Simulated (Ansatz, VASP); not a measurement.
**TeAs2: VASP beside Ansatz**

INCAR

```
PREC = Accurate
ENCUT = 520
EDIFF = 1E-7
ISMEAR = 1
SIGMA = 0.2
LREAL = False
LASPH = True
NELM = 80
ALGO = Normal
ISIF = 2
LWAVE = False
LCHARG = False
GGA = PS
NBANDS = 25
```

File KPOINTS:

```
regular mesh
0
Gamma
  8 8 8
```

Contents of POSCAR:

```
TeAs2
1.0
   -3.5564540000      3.5564540000      2.9405160000
    3.5564540000     -3.5564540000      2.9405160000
    3.5564540000      3.5564540000     -2.9405160000
Te As
2 4
Direct
    0.7500000000      0.2500000000      0.5000000000
    0.0000000000      0.0000000000      0.0000000000
    0.3750000000      0.6250000000      0.2500000000
    0.3750000000      0.1250000000      0.7500000000
    0.3750000000      0.6250000000      0.7500000000
    0.8750000000      0.6250000000      0.2500000000
```

Input for Ansatz:

```yaml
crystal:
  lattice:
    - [-3.556454, 3.556454, 2.940516]
    - [3.556454, -3.556454, 2.940516]
    - [3.556454, 3.556454, -2.940516]
  atoms:
    - { symbol: Te, position: [0.75, 0.25, 0.5] }
    - { symbol: Te, position: [0.0, 0.0, 0.0] }
    - { symbol: As, position: [0.375, 0.625, 0.25] }
    - { symbol: As, position: [0.375, 0.125, 0.75] }
    - { symbol: As, position: [0.375, 0.625, 0.75] }
    - { symbol: As, position: [0.875, 0.625, 0.25] }
basis:
  ecutwfc: 420
kpoints:
  mp_grid: { grid: [8, 8, 8] }
hamiltonian:
  xc: pbesol
scf:
  occupations: { method: methfessel_paxton, width: 0.2 }
output:
  forces: true
  stress: true
  eigenvalues: true
```

Alike in both runs: task single point; functional PBEsol; k mesh 8 × 8 × 8; occupations methfessel-paxton of order 1, width 0.2 eV; no spin polarisation.

|  | VASP | Ansatz |
| --- | --- | --- |
| version | VASP 6.6.1 | Ansatz 0.2.0 |
| potentials or method | VASP PAW PBE potentials, release 64 (Te, As), cutoff 520 eV | scalar-relativistic, plane waves, PAW |
| valence electrons in the cell | 32 | 92 |

```csv
,VASP,Ansatz,Ansatz less VASP
gap on the k mesh at the Fermi level (eV),none,none,-
pressure (GPa),-3.7,-3.8,-0.10
"traceless stress, the component that is largest in VASP (GPa)",-0.80,-0.85,-0.051
```

VASP's potentials were made for PBE, not for PBEsol. A gap of «none» marks a metal or a gap that the smearing closes. VASP's potentials hold 32 valence electrons a cell and Ansatz's 92, so a difference there can come from the potentials and not from the codes.

Spin-orbit coupling is off throughout.
